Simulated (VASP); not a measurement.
# Ti6C in VASP: relaxation of the atoms with PBE

Aim: the relaxation of the atoms of Ti6C with PBE.

Everything below comes from runs of VASP 6.6.1. Logs are shortened: lines on timing, memory, paths and dates and some standing lists are left out, and cuts for length are marked.

## Step 1: The cell of the first run

The cell holds a slab with vacuum, 7 atoms: a = 4.604 Å, b = 4.604 Å, c = 19.997 Å, α = 90.00°, β = 90.00°, γ = 120.00°.

## Step 2: Relaxation of the atoms, PBE

The input, INCAR:

```
SYSTEM = Ti6C
  ALGO = Normal
  DIPOL = 0.5 0.5 0.334
  EDIFF = 1E-7
  EDIFFG = -0.025
  ENCUT = 520
  GGA = PE
  IBRION = 2
  IDIPOL = 3
  ISIF = 2
  ISMEAR = 0
  LASPH = .TRUE.
  LCHARG = .FALSE.
  LDIPOL = .TRUE.
  LREAL = .FALSE.
  LWAVE = .FALSE.
  NELM = 80
  NSW = 36
  PREC = Accurate
  SIGMA = 0.1
```

The input, KPOINTS:

```
k-points
0
G
  6 6 1
  0 0 0
```

The input, POSCAR:

```
Ti6C
1.0
    4.6037402166      0.0000000000      0.0000000000
   -2.3018701083      3.9869559800      0.0000000000
    0.0000000000      0.0000000000     19.9968207969
Ti C
6 1
Selective dynamics
Direct
    0.6666666667      0.3333333333      0.2000317971  F F F
    0.3333333333      0.6666666667      0.2470259940  F F F
    0.0000000000      0.0000000000      0.2940201911  F F F
    0.6666666667      0.3333333333      0.3353091166  F F F
    0.3333333333      0.6666666667      0.3717707096  F F F
    0.0000000000      0.0000000000      0.4249085834  F F F
    0.3333333333      0.6666666667      0.4649149428  F F T
```

Potentials or basis: VASP PAW PBE potentials, release 64 (Ti_sv, C).

On the command line:

```sh
> cat potpaw_PBE.64/Ti_sv/POTCAR potpaw_PBE.64/C/POTCAR > POTCAR
> mpirun -np 1 vasp_std > vasp.out
```

OUTCAR:

```text
SYSTEM = Ti6C
   EDIFF = 1E-7
   EDIFFG = -0.025
   ENCUT = 520
   GGA = PE
   IBRION = 2
   ISIF = 2
   ISMEAR = 0
   LASPH = .TRUE.
   LREAL = .FALSE.
   NELM = 80
   NSW = 36
   PREC = Accurate

 ion  position               nearest neighbor table
   1  0.667  0.333  0.200-   4 2.71   2 2.82   2 2.82   2 2.82
   2  0.333  0.667  0.247-   5 2.49   1 2.82   1 2.82   1 2.82   3 2.82   3 2.82   3 2.82
   3  0.000  0.000  0.294-   6 2.62   4 2.78   4 2.78   4 2.78   2 2.82   2 2.82   2 2.82
   4  0.667  0.333  0.335-   1 2.71   5 2.76   5 2.76   5 2.76   3 2.78   3 2.78   3 2.78
   5  0.333  0.667  0.372-   7 1.86   2 2.49   4 2.76   4 2.76   4 2.76   6 2.86   6 2.86   6 2.86

   6  0.000  0.000  0.425-   3 2.62   5 2.86   5 2.86   5 2.86
   7  0.333  0.667  0.465-   5 1.86

  LATTYP: Found a hexagonal cell.
 ALAT       =     4.6037402166
 C/A-ratio  =     4.3436032131

  Lattice vectors:

 A1 = (   4.6037402166,   0.0000000000,   0.0000000000)
 A2 = (  -2.3018701083,   3.9869559800,   0.0000000000)
 A3 = (   0.0000000000,   0.0000000000,  19.9968207969)

Analysis of symmetry for initial positions (statically):
=====================================================================
 Subroutine PRICEL returns:
 Original cell was already a primitive cell.

 Routine SETGRP: Setting up the symmetry group for a
 hexagonal supercell.

 Subroutine GETGRP returns: Found  6 space group operations
 (whereof  6 operations were pure point group operations)
 out of a pool of 24 trial point group operations.

The static configuration has the point symmetry C_3v.

Analysis of symmetry for dynamics (positions and initial velocities):
=====================================================================
 Subroutine PRICEL returns:
 Original cell was already a primitive cell.

 Routine SETGRP: Setting up the symmetry group for a
 hexagonal supercell.

 Subroutine GETGRP returns: Found  6 space group operations
 (whereof  6 operations were pure point group operations)
 out of a pool of 24 trial point group operations.

The dynamic configuration has the point symmetry C_3v.

Analysis of constrained symmetry for selective dynamics:
=====================================================================
 Subroutine PRICEL returns:
 Original cell was already a primitive cell.

 Routine SETGRP: Setting up the symmetry group for a
 hexagonal supercell.

 Subroutine GETGRP returns: Found  6 space group operations
 (whereof  6 operations were pure point group operations)
 out of a pool of 24 trial point group operations.

The constrained configuration has the point symmetry C_3v.

 Subroutine INISYM returns: Found  6 space group operations
 (whereof  6 operations are pure point group operations),
 and found     1 'primitive' translations

----------------------------------------------------------------------------------------

                                     Primitive cell

  volume of cell :     367.0398

  direct lattice vectors                    reciprocal lattice vectors
     4.603740217  0.000000000  0.000000000     0.217214689  0.125408959  0.000000000
    -2.301870108  3.986955980  0.000000000     0.000000000  0.250817918  0.000000000
     0.000000000  0.000000000 19.996820797     0.000000000  0.000000000  0.050007949

  length of vectors
     4.603740217  4.603740217 19.996820797     0.250817918  0.250817918  0.050007949

  position of ions in fractional coordinates (direct lattice)
     0.666666667  0.333333333  0.200031797
     0.333333333  0.666666667  0.247025994
     0.000000000  0.000000000  0.294020191
     0.666666667  0.333333333  0.335309117
     0.333333333  0.666666667  0.371770710
     0.000000000  0.000000000  0.424908583
     0.333333333  0.666666667  0.464914943

  ion indices of the primitive-cell ions
   primitive index   ion index
                 1           1
                 2           2
                 3           3
                 4           4
                 5           5
                 6           6
                 7           7

----------------------------------------------------------------------------------------

 KPOINTS: k-points

Automatic generation of k-mesh.
 Grid dimensions read from file:
 generate k-points for:    6    6    1

 Generating k-lattice:

  Cartesian coordinates                     Fractional coordinates (reciprocal lattice)
     0.036202448  0.020901493  0.000000000     0.166666667  0.000000000  0.000000000
     0.000000000  0.041802986  0.000000000     0.000000000  0.166666667  0.000000000
     0.000000000  0.000000000  0.050007949     0.000000000  0.000000000  1.000000000

  Length of vectors
     0.041802986  0.041802986  0.050007949

  Shift w.r.t. Gamma in fractional coordinates (k-lattice)
     0.000000000  0.000000000  0.000000000

 Subroutine IBZKPT returns following result:
 ===========================================

 Found      7 irreducible k-points:

 Following reciprocal coordinates:
            Coordinates               Weight
  0.000000  0.000000  0.000000      1.000000
  0.166667  0.000000  0.000000      6.000000
  0.333333  0.000000  0.000000      6.000000
  0.500000  0.000000  0.000000      3.000000
  0.166667  0.166667  0.000000      6.000000
  0.333333  0.166667  0.000000     12.000000
  0.333333  0.333333  0.000000      2.000000
   k-points           NKPTS =      7   k-points in BZ     NKDIM =      7   number of bands    NBANDS=     45
   number of dos      NEDOS =    301   number of ions     NIONS =      7
   total plane-waves  NPLWV = 194400
   dimension x,y,z NGX =    36 NGY =   36 NGZ =  150
   dimension x,y,z NGXF=    72 NGYF=   72 NGZF=  300
   ions per type =               6   1
   NGX,Y,Z   is equivalent  to a cutoff of  13.00, 13.00, 12.47 a.u.
   NGXF,Y,Z  is equivalent  to a cutoff of  26.00, 26.00, 24.94 a.u.
 SYSTEM =  Ti6C
   PREC   = accura    normal or accurate (medium, high low for compatibility)
   ISTART =      0    job   : 0-new  1-cont  2-samecut
   ICHARG =      2    charge: 1-file 2-atom 10-const
   ISPIN  =      1    spin polarized calculation?
   LNONCOLLINEAR =      F non collinear calculations
   LSORBIT =      F    spin-orbit coupling
   LASPH  =      T    aspherical Exc in radial PAW
   ENCUT  =  520.0 eV  38.22 Ry    6.18 a.u.   8.56  8.56 37.18*2*pi/ulx,y,z
   NELM   =     80;   NELMIN=  2; NELMDL= -5     # of ELM steps
   EDIFF  = 0.1E-06   stopping-criterion for ELM
   LREAL  =      F    real-space projection
   EDIFFG = -.3E-01   stopping-criterion for IOM
   NSW    =     36    number of steps for IOM
   IBRION =      2    ionic relax: 0-MD 1-quasi-New 2-CG
   NFREE  =      1    steps in history (QN), initial steepest desc. (CG)
   ISIF   =      2    stress and relaxation
   ISYM   =      2    0-nonsym 1-usesym 2-fastsym
   POTIM  = 0.5000    time-step for ionic-motion
   TEBEG  =    0.0;   TEEND  =   0.0 temperature during run
   PSTRESS=    0.0 pullay stress
   NELECT =      76.0000    total number of electrons
   NUPDOWN=      -1.0000    fix difference up-down
   EMIN   =  10.00;   EMAX   =-10.00  energy-range for DOS
   EFERMI =   0.00;   METHOD = LEGACY
   ISMEAR =     0;   SIGMA  =   0.10  broadening in eV -4-tet -1-fermi 0-gaus
   EFERMI_NEDOS =   21; number of points for ismear=-14 and -15
   IALGO  =     38    algorithm
   IMIX   =      4    mixing-type and parameters
     AMIX     =   0.40;   BMIX     =  1.00
     AMIX_MAG =   1.60;   BMIX_MAG =  1.00
  volume/ion in A,a.u.               =      52.43       353.84
  Fermi-wavevector in a.u.,A,eV,Ry     =   0.968519  1.830236 12.762669  0.938030
  Thomas-Fermi vector in A             =   2.098495
   LORBIT       =      0    0 simple, 1 ext, 2 COOP (PROOUT), +10 PAW based schemes
   GGA     = PE    functional components
   LHFCALC =     F    Hartree Fock is set to
   AEXX    =    0.0000 exact exchange contribution
   IVDW    =     0    specifies the selected vdW correction
   LEPSILON=     F    determine dielectric tensor
   LRPA    =     F    only Hartree local field effects (RPA)
 conjugate gradient relaxation of ions
 non-spin polarized calculation
 Gauss-broadening in eV      SIGMA  =   0.10
  energy-cutoff  :      520.00
  volume of cell :      367.04
 maximum number of plane-waves:      9981
 NGX is ok and might be reduce to    36
   NGX = 17   NGY = 17   NGZ = 75

 dipolmoment           0.000000      0.000000     -0.267986 electrons x Angstroem

--------------------------------------- Ionic step        1  -------------------------------------------

 number of electron      75.9999981 magnetization

 Free energy of the ion-electron system (eV)
  ---------------------------------------------------
  ext. energy  EPLUGINS =         0.00000000
  ---------------------------------------------------
  free energy    TOTEN  =       -49.32892395 eV

  energy without entropy =      -49.27996032  energy(sigma->0) =      -49.30444213

------------------------ aborting loop because EDIFF is reached ----------------------------------------

  FORCE on cell =-STRESS in cart. coord.  units (eV):
  Direction    XX          YY          ZZ          XY          YZ          ZX
  --------------------------------------------------------------------------------------
  -------------------------------------------------------------------------------------
  Total       -4.5372026     -4.5372026     -1.2328204     -0.0000000      0.0000000      0.0000000
  in kB      -19.8054882    -19.8054882     -5.3814236     -0.0000000      0.0000000      0.0000000
  external PRESSURE =     -14.9974667 kB  Pullay stress =       0.0000000 kB
[... 69 lines left out ...]
--------------------------------------- Ionic step        3  -------------------------------------------

 number of electron      75.9999981 magnetization

 dipolmoment           0.000000      0.000000      0.188018 electrons x Angstroem

 Free energy of the ion-electron system (eV)
  ---------------------------------------------------
  ext. energy  EPLUGINS =         0.00000000
  ---------------------------------------------------
  free energy    TOTEN  =       -49.36060279 eV

  energy without entropy =      -49.30947077  energy(sigma->0) =      -49.33503678

 E-fermi :  -0.4625     XC(G=0):  -4.5071

 val. band max:       -0.4787071323   @ k =   0.3333   0.3333   0.0000
 cond. band min:      -0.4123753514   @ k =   0.1667   0.0000   0.0000
 fundamental gap:      0.0663317809
 Fermi energy:        -0.4624918097

 k-point     1 :       0.0000    0.0000    0.0000
  band No.  band energies     occupation
      1     -57.7680      2.00000
      2     -57.5171      2.00000
      3     -57.0162      2.00000
      4     -56.8892      2.00000
      5     -56.8061      2.00000
      6     -56.0614      2.00000
[... 325 lines left out ...]
     44       0.4684      0.00000
     45       0.6774      0.00000

------------------------ aborting loop because EDIFF is reached ----------------------------------------

 vacuum level on the upper side and lower side of the slab       (xc-potential included)         0.899        -0.904

  FORCE on cell =-STRESS in cart. coord.  units (eV):
  Direction    XX          YY          ZZ          XY          YZ          ZX
  --------------------------------------------------------------------------------------
  -------------------------------------------------------------------------------------
  Total       -4.4491210     -4.4491210      0.6461284     -0.0000000      0.0000000     -0.0000000
  in kB      -19.4210002    -19.4210002      2.8204357     -0.0000000      0.0000000     -0.0000000
  external PRESSURE =     -12.0071882 kB  Pullay stress =       0.0000000 kB
[... 22 lines left out ...]
  FREE ENERGIE OF THE ION-ELECTRON SYSTEM (eV)
  ---------------------------------------------------
  free  energy   TOTEN  =       -49.3606027903 eV

  energy  without entropy=      -49.3094707743  energy(sigma->0) =      -49.33503678

 reached required accuracy - stopping structural energy minimisation

 vacuum level on the upper side and lower side of the slab         4.699         2.847
```

Wall time 24 min (1 thread of Intel Xeon 8259CL, shared host); peak memory 0.53 GiB.

What came out:

```yaml
Free_energy: -49.3606 eV
Energy_gained_by_relaxing: 4.5 meV/atom
Ionic_steps: 3
Band_gap_on_the_k_mesh: zero (bands 38 and 39 overlap by 0.03 eV)
```

The path:
```tsv
step	energy change (eV)	largest force on free atoms (eV/Å)	pressure (GPa)
1	0.0000	1.1037	-1.50
2	-0.0316	0.0454	-1.21
3	-0.0317	0.0000	-1.20
```

Final structure:
```
Ti C
1.0
     4.60374    0.00000    0.00000
    -2.30187    3.98696    0.00000
     0.00000    0.00000   19.99682
Ti C
6 1
Direct
  0.66667 0.33333 0.20003
  0.33333 0.66667 0.24703
  0.00000 0.00000 0.29402
  0.66667 0.33333 0.33531
  0.33333 0.66667 0.37177
  0.00000 0.00000 0.42491
  0.33333 0.66667 0.46215
```

Levels at points of the mesh, in eV from the Fermi level:
```csv
k point,band 35,band 36,band 37,band 38,band 39,band 40,band 41,band 42
"(0.00, 0.00, 0.00)",-0.61,-0.43,-0.43,-0.25,-0.05,-0.05,0.49,0.72
"(0.50, 0.00, 0.00)",-0.44,-0.41,-0.32,-0.19,0.10,0.10,0.52,0.54
```

The gap in the log of VASP goes by the Fermi energy; the results here count the filled bands.